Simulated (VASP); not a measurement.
# SbC (P2_13) in VASP: relaxation of cell and atoms with PBE

Aim: the relaxation of cell and atoms of SbC with PBE.

Program: VASP 6.6.1. These are calculated values, not measurements. Logs are shortened: lines on timing, memory, paths and dates and some standing lists are left out, and cuts for length are marked.

### Step 1. The cell of the first run

Symmetry: P2_13, No. 198, cubic system. Conventional cell: a = 5.076 Å, b = 5.076 Å, c = 5.076 Å, α = 90.00°, β = 90.00°, γ = 90.00°. Within 3.4 Å of Sb (site symmetry 3) lie 7 C at 2.55 to 2.86 Å and 6 Sb at 3.11 Å. C (site symmetry 3) has 7 Sb at 2.55 to 2.86 Å and 6 C at 3.14 Å within 3.4 Å.

### Step 2. Relaxation of cell and atoms, PBE

Input file INCAR:

```
ALGO = Normal
EDIFF = 1E-6
EDIFFG = -0.04
ENCUT = 600
GGA = PE
IBRION = 2
ISIF = 3
ISMEAR = 0
LASPH = T
LCHARG = F
LREAL = F
LWAVE = F
NELM = 100
NSW = 90
PREC = Accurate
SIGMA = 0.1
```

Input file KPOINTS:

```
k-points
0
Gamma
  4 4 4
```

Input file POSCAR:

```
SbC
1.0
    5.0756756392      0.0000000000      0.0000000000
    0.0000000000      5.0756756392      0.0000000000
    0.0000000000      0.0000000000      5.0756756392
Sb C
4 4
Direct
    0.1340000000      0.1340000000      0.1340000000
    0.3660000000      0.8660000000      0.6340000000
    0.6340000000      0.3660000000      0.8660000000
    0.8660000000      0.6340000000      0.3660000000
    0.8445000000      0.8445000000      0.8445000000
    0.6555000000      0.1555000000      0.3445000000
    0.3445000000      0.6555000000      0.1555000000
    0.1555000000      0.3445000000      0.6555000000
```

Potentials or basis: VASP PAW PBE potentials, release 64 (Sb, C).

Command:

```console
$ cat potpaw_PBE.64/Sb/POTCAR potpaw_PBE.64/C/POTCAR > POTCAR
$ mpirun -np 1 vasp_std > vasp.out
```

OUTCAR:

```text
EDIFF = 1E-6
   EDIFFG = -0.04
   ENCUT = 600
   GGA = PE
   IBRION = 2
   ISIF = 3
   ISMEAR = 0
   LASPH = T
   LREAL = F
   NELM = 100
   NSW = 90
   PREC = Accurate

 ion  position               nearest neighbor table
   1  0.134  0.134  0.134-   5 2.55   6 2.66   7 2.66   8 2.66   7 2.86   8 2.86   6 2.86   3 3.11
                             4 3.11   2 3.11   2 3.11   4 3.11   3 3.11
   2  0.366  0.866  0.634-   6 2.55   5 2.66   7 2.66   8 2.66   7 2.86   8 2.86   5 2.86   1 3.11
                             1 3.11   3 3.11   3 3.11   4 3.11   4 3.11
   3  0.634  0.366  0.866-   7 2.55   6 2.66   5 2.66   8 2.66   8 2.86   6 2.86   5 2.86   1 3.11
                             4 3.11   2 3.11   2 3.11   4 3.11   1 3.11
   4  0.866  0.634  0.366-   8 2.55   6 2.66   7 2.66   5 2.66   6 2.86   5 2.86   7 2.86   1 3.11
                             3 3.11   2 3.11   1 3.11   2 3.11   3 3.11
   5  0.844  0.844  0.844-   1 2.55   2 2.66   3 2.66   4 2.66   3 2.86   4 2.86   2 2.86
   6  0.656  0.156  0.344-   2 2.55   1 2.66   3 2.66   4 2.66   3 2.86   4 2.86   1 2.86
   7  0.344  0.656  0.156-   3 2.55   2 2.66   1 2.66   4 2.66   4 2.86   2 2.86   1 2.86
   8  0.156  0.344  0.656-   4 2.55   2 2.66   3 2.66   1 2.66   2 2.86   1 2.86   3 2.86

  LATTYP: Found a simple cubic cell.
 ALAT       =     5.0756756392

  Lattice vectors:

 A1 = (   5.0756756392,   0.0000000000,   0.0000000000)
 A2 = (   0.0000000000,   5.0756756392,   0.0000000000)
 A3 = (   0.0000000000,   0.0000000000,   5.0756756392)

Analysis of symmetry for initial positions (statically):
=====================================================================
 Subroutine PRICEL returns:
 Original cell was already a primitive cell.

 Routine SETGRP: Setting up the symmetry group for a
 simple cubic supercell.

 Subroutine GETGRP returns: Found 12 space group operations
 (whereof  3 operations were pure point group operations)
 out of a pool of 48 trial point group operations.

The static configuration has the point symmetry C_3 .
 The point group associated with its full space group is T   .

Analysis of symmetry for dynamics (positions and initial velocities):
=====================================================================
 Subroutine PRICEL returns:
 Original cell was already a primitive cell.

 Routine SETGRP: Setting up the symmetry group for a
 simple cubic supercell.

 Subroutine GETGRP returns: Found 12 space group operations
 (whereof  3 operations were pure point group operations)
 out of a pool of 48 trial point group operations.

The dynamic configuration has the point symmetry C_3 .
 The point group associated with its full space group is T   .

 Subroutine INISYM returns: Found 12 space group operations
 (whereof  3 operations are pure point group operations),
[... 93 lines left out ...]
   NELM   =    100;   NELMIN=  2; NELMDL= -5     # of ELM steps
   EDIFF  = 0.1E-05   stopping-criterion for ELM
   LREAL  =      F    real-space projection
   EDIFFG = -.4E-01   stopping-criterion for IOM
   NSW    =     90    number of steps for IOM
   IBRION =      2    ionic relax: 0-MD 1-quasi-New 2-CG
   NFREE  =      1    steps in history (QN), initial steepest desc. (CG)
   ISIF   =      3    stress and relaxation
   ISYM   =      2    0-nonsym 1-usesym 2-fastsym
   POTIM  = 0.5000    time-step for ionic-motion
   TEBEG  =    0.0;   TEEND  =   0.0 temperature during run
   PSTRESS=    0.0 pullay stress
   NELECT =      36.0000    total number of electrons
   NUPDOWN=      -1.0000    fix difference up-down
   EMIN   =  10.00;   EMAX   =-10.00  energy-range for DOS
   EFERMI =   0.00;   METHOD = LEGACY
   ISMEAR =     0;   SIGMA  =   0.10  broadening in eV -4-tet -1-fermi 0-gaus
   EFERMI_NEDOS =   21; number of points for ismear=-14 and -15
   IALGO  =     38    algorithm
   IMIX   =      4    mixing-type and parameters
     AMIX     =   0.40;   BMIX     =  1.00
     AMIX_MAG =   1.60;   BMIX_MAG =  1.00
  volume/ion in A,a.u.               =      16.35       110.30
  Fermi-wavevector in a.u.,A,eV,Ry     =   1.064997  2.012553 15.431987  1.134219
  Thomas-Fermi vector in A             =   2.200534
   LORBIT       =      0    0 simple, 1 ext, 2 COOP (PROOUT), +10 PAW based schemes
   GGA     = PE    functional components
   LHFCALC =     F    Hartree Fock is set to
   AEXX    =    0.0000 exact exchange contribution
   IVDW    =     0    specifies the selected vdW correction
   LEPSILON=     F    determine dielectric tensor
   LRPA    =     F    only Hartree local field effects (RPA)
 conjugate gradient relaxation of ions
 non-spin polarized calculation
 Gauss-broadening in eV      SIGMA  =   0.10
  energy-cutoff  :      600.00
  volume of cell :      130.76
 maximum number of plane-waves:      4416
 NGX is ok and might be reduce to    42
   NGX = 21   NGY = 21   NGZ = 21

--------------------------------------- Ionic step        1  -------------------------------------------

 number of electron      36.0000000 magnetization

 Free energy of the ion-electron system (eV)
  ---------------------------------------------------
  ext. energy  EPLUGINS =         0.00000000
  ---------------------------------------------------
  free energy    TOTEN  =       -34.94093447 eV

  energy without entropy =      -34.91573980  energy(sigma->0) =      -34.92833714

------------------------ aborting loop because EDIFF is reached ----------------------------------------

  FORCE on cell =-STRESS in cart. coord.  units (eV):
  Direction    XX          YY          ZZ          XY          YZ          ZX
  --------------------------------------------------------------------------------------
  -------------------------------------------------------------------------------------
  Total       -1.2765030     -1.2765030     -1.2765030      0.0000000      0.0000000      0.0000000
  in kB      -15.6405069    -15.6405069    -15.6405069      0.0000000      0.0000000      0.0000000
  external PRESSURE =     -15.6405069 kB  Pullay stress =       0.0000000 kB
[... 989 lines left out ...]
     22      10.3532      0.00000
     23      10.3532      0.00000

[... ionic steps 4 to 73 ...]

--------------------------------------- Ionic step       74  -------------------------------------------

 number of electron      36.0000000 magnetization

------------------------ aborting loop because EDIFF is reached ----------------------------------------
[... 79 lines left out ...]
--------------------------------------- Ionic step       76  -------------------------------------------

 number of electron      36.0000002 magnetization

 Free energy of the ion-electron system (eV)
  ---------------------------------------------------
  ext. energy  EPLUGINS =         0.00000000
  ---------------------------------------------------
  free energy    TOTEN  =       -41.44139825 eV

  energy without entropy =      -41.40941260  energy(sigma->0) =      -41.42540542

 E-fermi :   8.0831     XC(G=0): -10.1045

 val. band max:        8.0723491409   @ k =   0.2500   0.0000   0.0000
 cond. band min:       8.2299114525   @ k =   0.0000   0.0000   0.0000
 fundamental gap:      0.1575623115
 Fermi energy:         8.0830828184
[... 319 lines left out ...]
  FREE ENERGIE OF THE ION-ELECTRON SYSTEM (eV)
  ---------------------------------------------------
  free  energy   TOTEN  =       -41.4413982501 eV

  energy  without entropy=      -41.4094125950  energy(sigma->0) =      -41.42540542

 reached required accuracy - stopping structural energy minimisation
```

CONTCAR:

```text
SbC
   1.00000000000000
     5.2781447085784841   -0.0000000000000018    0.0000000000000005
     0.0000000000000005    5.2781447085784841    0.0000000000000007
    -0.0000000000000002   -0.0000000000000002    5.2781447085784849
  Sb              C
     4     4
Direct
     0.2503454114679952    0.2503454114679952    0.2503454114679950
     0.2496545885320051    0.7496545885320047    0.7503454114679952
     0.7503454114679952    0.2496545885320053    0.7496545885320048
     0.7496545885320048    0.7503454114679950    0.2496545885320051
     0.4997765234173639    0.4997765234173640    0.4997765234173642
     0.0002234765826359    0.5002234765826360    0.9997765234173640
     0.9997765234173638    0.0002234765826361    0.5002234765826359
     0.5002234765826360    0.9997765234173638    0.0002234765826363

  0.00000000E+00  0.00000000E+00  0.00000000E+00
  0.00000000E+00  0.00000000E+00  0.00000000E+00
  0.00000000E+00  0.00000000E+00  0.00000000E+00
  0.00000000E+00  0.00000000E+00  0.00000000E+00
  0.00000000E+00  0.00000000E+00  0.00000000E+00
  0.00000000E+00  0.00000000E+00  0.00000000E+00
  0.00000000E+00  0.00000000E+00  0.00000000E+00
  0.00000000E+00  0.00000000E+00  0.00000000E+00
```

It took 16 min on 1 thread of Intel Xeon 6975P-C (Granite Rapids), shared host; peak memory 0.29 GiB.

What came out:

```yaml
Free_energy: -41.4414 eV
Relaxed_volume: 18.38 Å³/atom
Relaxed_cell: a = 5.278 Å, b = 5.278 Å, c = 5.278 Å, α = 90.00°, β = 90.00°, γ = 90.00°
Space_group_after_relaxing_to_0.05_Å: F-43m (No. 216)
Energy_gained_by_relaxing: 812.6 meV/atom
Ionic_steps: 76
Pressure_after_relaxing: 0.1 GPa
Largest_force_after_relaxing: 0.029 eV/Å
Band_gap_on_the_k_mesh: zero (band 18 reaches 8.51 eV, above the bottom of band 19 at 6.53 eV)
```

Forces in eV/Å, atoms in the order of the input:
```
Sb  -0.017 -0.017 -0.017
Sb   0.017  0.017 -0.017
Sb  -0.017  0.017  0.017
Sb   0.017 -0.017  0.017
C    0.012  0.012  0.012
C   -0.012 -0.012  0.012
C    0.012 -0.012 -0.012
C   -0.012  0.012 -0.012
```

The path:
```csv
step,energy change (eV),largest force (eV/Å),pressure (GPa),volume (Å³)
1,0.0000,1.0216,-1.56,130.76
3,-0.5623,1.1458,10.11,119.05
5,-0.5976,1.0094,15.04,115.96
7,-0.8095,0.6601,18.09,115.28
9,-1.2400,0.5210,20.80,117.15
11,-3.2482,0.7944,7.39,144.13
13,-4.2304,0.4530,-1.07,197.40
15,-4.2365,0.4718,-0.61,194.45
17,-4.3342,0.5100,-0.25,194.07
19,-4.7597,0.6233,0.42,192.36
21,-4.2986,1.5647,-11.38,185.60
23,-5.5005,0.1278,-2.90,185.35
25,-5.7898,0.4063,3.40,153.85
27,-5.8492,0.0849,1.16,155.13
29,-5.8577,0.0837,0.18,157.29
31,-5.8591,0.0799,0.03,157.90
33,-5.8642,0.0978,0.45,158.25
35,-5.8666,0.0849,0.18,158.92
37,-5.8682,0.0623,-0.30,160.13
39,-5.8727,0.0738,-0.30,160.09
41,-5.8981,0.1161,-0.37,159.94
43,-5.9908,0.2143,-1.78,159.32
45,9.0188,18.8645,33.94,156.87
47,-6.1478,0.3076,-5.90,158.15
49,-6.1934,0.3825,-5.74,158.31
51,-6.1941,0.4026,-5.66,158.34
53,-6.1965,0.3928,-5.68,158.26
55,-6.1995,0.3319,-5.72,157.93
57,-6.2020,0.3520,-5.70,157.96
59,-6.2207,0.3480,-5.50,157.45
61,-6.2885,0.3305,-4.64,155.40
63,-6.4336,0.2425,-0.54,147.38
65,-6.4361,0.2291,0.06,146.39
67,-6.4422,0.1933,0.03,146.48
69,-6.4588,0.1874,-0.04,146.88
71,-6.4603,0.2340,-0.06,147.03
73,-6.4786,0.1735,0.01,147.03
75,-6.4904,0.0775,0.03,147.05
76,-6.5005,0.0287,0.09,147.04
```

Final structure:
```yaml
crystal:
  lattice:
    - [5.27814, 0.00000, 0.00000]
    - [0.00000, 5.27814, 0.00000]
    - [0.00000, 0.00000, 5.27814]
  atoms:
    - { symbol: Sb, position: [0.25035, 0.25035, 0.25035] }
    - { symbol: Sb, position: [0.24965, 0.74965, 0.75035] }
    - { symbol: Sb, position: [0.75035, 0.24965, 0.74965] }
    - { symbol: Sb, position: [0.74965, 0.75035, 0.24965] }
    - { symbol: C, position: [0.49978, 0.49978, 0.49978] }
    - { symbol: C, position: [0.00022, 0.50022, 0.99978] }
    - { symbol: C, position: [0.99978, 0.00022, 0.50022] }
    - { symbol: C, position: [0.50022, 0.99978, 0.00022] }
```

Caveat: spin-orbit coupling is left out, which moves the levels of the heavy elements.
